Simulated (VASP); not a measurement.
## TeOs: single point with PBE

Crystal: TeOs.

```
CELL_PARAMETERS angstrom
0.04100 2.73307 2.73307
2.77407 0.00000 2.77407
2.73307 2.73307 0.04100
ATOMIC_POSITIONS crystal
Os 0.50000 0.50000 0.50000
Te 0.00000 0.00000 0.00000
```

```
Program                : VASP 6.6.1
Task                   : single point
Functional             : PBE
Potentials or basis    : VASP PAW PBE potentials, release 64 (Os, Te)
Cutoff                 : 520 eV
k mesh                 : 10 × 10 × 10
Occupations            : gaussian, width 0.05 eV
Spin                   : collinear spin
Starting moments       : [0.05, 0.0] μB
Dipole correction      : no
Further INCAR settings : ALGO = Normal; EDIFF = 1e-07; NBANDS = 18
```

```
Pressure                                              : 0.0 GPa
Band gap on the k mesh                                : zero (filled and empty bands overlap)
Net moment                                            : 0.00 μB per cell
Valence electrons inside the program's atomic spheres : Os 7.15; Te 3.35
```

Stress tensor (GPa, compression positive):
```
-0.04  0.00  0.15
 0.00  0.03  0.00
 0.15  0.00 -0.04
```

Levels at points of the mesh, in eV from the Fermi level:
Spin up:
| k point | band 5 | band 6 | band 7 | band 8 | band 9 | band 10 |
| --- | --- | --- | --- | --- | --- | --- |
| (0.00, 0.00, 0.00) | -1.76 | -1.76 | -0.69 | -0.55 | -0.39 | 3.65 |
| (0.50, 0.00, 0.00) | -0.68 | -0.59 | -0.25 | 3.22 | 4.98 | 5.09 |
| (0.00, 0.50, 0.00) | -0.76 | -0.62 | -0.36 | 3.43 | 4.93 | 5.03 |
| (0.50, 0.50, 0.00) | -2.74 | -1.14 | -0.51 | -0.12 | -0.05 | 2.00 |
| (0.50, 0.00, 0.50) | -2.53 | -1.13 | -0.46 | -0.12 | -0.11 | 2.00 |
Spin down:
```csv
k point,band 5,band 6,band 7,band 8,band 9,band 10
"(0.00, 0.00, 0.00)",-1.76,-1.76,-0.69,-0.55,-0.39,3.65
"(0.50, 0.00, 0.00)",-0.68,-0.59,-0.25,3.22,4.98,5.09
"(0.00, 0.50, 0.00)",-0.76,-0.62,-0.36,3.43,4.93,5.03
"(0.50, 0.50, 0.00)",-2.74,-1.14,-0.51,-0.12,-0.05,2.00
"(0.50, 0.00, 0.50)",-2.53,-1.13,-0.46,-0.12,-0.11,2.00
```

Run time: 7.5 min on 1 thread of Intel Xeon 8259CL, with other jobs on the host, peak memory 0.34 GiB.

Caveat: spin-orbit coupling is left out, which moves the levels of the heavy elements.
